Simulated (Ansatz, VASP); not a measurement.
**C in VASP and in Ansatz**

```
CELL_PARAMETERS angstrom
0.00000 1.88618 1.75452
1.88618 0.00000 1.75452
1.88618 1.88618 0.00000
ATOMIC_POSITIONS crystal
C 0.50000 0.50000 0.50000
C 0.75000 0.75000 0.75000
```

Alike in both runs: task single point; functional PBE; k mesh 12 × 12 × 12; occupations gaussian, width 0.05 eV; no spin polarisation.

|  | VASP | Ansatz |
| --- | --- | --- |
| version | VASP 6.6.1 | Ansatz 0.2.0 |
| potentials or method | VASP PAW PBE potentials, release 64 (C), cutoff 520 eV | scalar-relativistic, plane waves, PAW |
| valence electrons in the cell | 8 | 8 |

|  | VASP | Ansatz | Ansatz less VASP |
| --- | --- | --- | --- |
| gap on the k mesh at the Fermi level (eV) | 2.28 | 2.29 | +0.007 |
| least direct gap on the mesh (eV) | 4.18 | 4.18 | +0.003 |
